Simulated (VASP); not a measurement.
The system is PbS.

```
CELL_PARAMETERS angstrom
0.00000 2.87232 2.87232
2.87232 0.00000 2.87232
2.87232 2.87232 0.00000
ATOMIC_POSITIONS crystal
Pb 0.00000 0.00000 0.00000
S 0.25000 0.25000 0.25000
```

| Property | Result |
| --- | --- |
| Program | VASP 6.6.1 |
| Task | relaxation of cell and atoms |
| Functional | PBE |
| Potentials or basis | VASP PAW PBE potentials, release 64 (Pb_d, S) |
| Cutoff | 600 eV |
| k mesh | 8 × 8 × 8 |
| Occupations | fermi-dirac, width 0.02 eV |
| Spin | no spin polarisation |

At the start: pressure 36.3 GPa; volume 23.70 Å³/atom.

Q: Where does the relaxation end?

A: Over 5 steps the energy falls by 1033.6 meV/atom and the volume is 36.69 Å³/atom (+54.8 %); space group F-43m (No. 216, to 0.1 Å) before and after.

The path:
| step | energy change (eV) | largest force (eV/Å) | pressure (GPa) | volume (Å³) |
| --- | --- | --- | --- | --- |
| 1 | 0.0000 | 0.0000 | 36.34 | 47.39 |
| 2 | -1.6318 | 0.0000 | -5.28 | 94.65 |
| 3 | -2.0668 | 0.0000 | 0.22 | 72.95 |
| 4 | -2.0671 | 0.0000 | -0.08 | 73.56 |
| 5 | -2.0671 | 0.0000 | 0.01 | 73.38 |

Final structure:
```cif
data_structure
_symmetry_space_group_name_H-M 'P 1'
_symmetry_Int_Tables_number 1
_cell_length_a 4.6993
_cell_length_b 4.6993
_cell_length_c 4.6993
_cell_angle_alpha 60.000
_cell_angle_beta 60.000
_cell_angle_gamma 60.000
_cell_volume 73.38
loop_
_atom_site_label
_atom_site_type_symbol
_atom_site_fract_x
_atom_site_fract_y
_atom_site_fract_z
_atom_site_occupancy
Pb1 Pb 0.00000 0.00000 0.00000 1
S1 S 0.25000 0.25000 0.25000 1
```

Caveat: the volume moved by over 15 % at a fixed basis, so the end points are rough.
